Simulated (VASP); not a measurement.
Set up this calculation in VASP 6.6.1, as the native input.

* Task: single point
* Functional: r2SCAN
* Potentials or basis: VASP PAW PBE potentials, release 64 (Te)
* Cutoff: 520 eV
* k mesh: 11 × 11 × 6
* Occupations: fermi-dirac, width 0.1 eV
* Spin: no spin polarisation
* Dipole correction: no
* Further INCAR settings: ALGO = Normal; EDIFF = 1e-06; NBANDS = 13

Crystal: Te.

```
CELL_PARAMETERS angstrom
4.06065 0.00000 0.00000
-2.03032 3.51662 0.00000
0.00000 0.00000 4.38757
ATOMIC_POSITIONS crystal
Te 0.33333 0.66667 0.25000
Te 0.66667 0.33333 0.75000
```

These files were run (other wordings do the same):

POSCAR

```
Te
1.0
    4.0606456864      0.0000000000      0.0000000000
   -2.0303228432      3.5166223202      0.0000000000
    0.0000000000      0.0000000000      4.3875661758
Te
2
Direct
    0.3333333333      0.6666666667      0.2500000000
    0.6666666667      0.3333333333      0.7500000000
```

INCAR.step1

```
ALGO = Normal ; EDIFF = 1E-4
ENCUT = 520 ; GGA = PE
ISMEAR = -1 ; LASPH = True
LCHARG = False ; LREAL = False
LWAVE = True ; NBANDS = 13
NELM = 100 ; PREC = Accurate
SIGMA = 0.1
```

INCAR.step2

```
ALGO = Normal ; EDIFF = 1E-6
ENCUT = 520 ; ISIF = 2
ISMEAR = -1 ; ISTART = 1
LASPH = True ; LCHARG = False
LMIXTAU = True ; LREAL = False
LWAVE = False ; METAGGA = R2SCAN
NBANDS = 13 ; NELM = 100
PREC = Accurate ; SIGMA = 0.1
```

KPOINTS

```
k-points
0
Gamma
  11 11 6
```

Potentials or basis: VASP PAW PBE potentials, release 64 (Te).

Launch:

```console
$ cat potpaw_PBE.64/Te/POTCAR > POTCAR
$ cp INCAR.step1 INCAR
$ mpirun -np 1 vasp_std > vasp.out
$ cp INCAR.step2 INCAR
$ mpirun -np 1 vasp_std > vasp.out
```

Results of the run:

```json
{
 "Pressure": "0.0 GPa",
 "Band gap on the k mesh": "zero (band 6 reaches 7.58 eV, above the bottom of band 7 at 5.58 eV)"
}
```

Caveat: the PAW data sets were made with another functional, which shifts forces and pressure a little; spin-orbit coupling is left out, which moves the levels of the heavy elements.

It used 130 s of CPU time on 1 thread of AMD EPYC 7R13 Processor (Zen 3), with other jobs on the host.
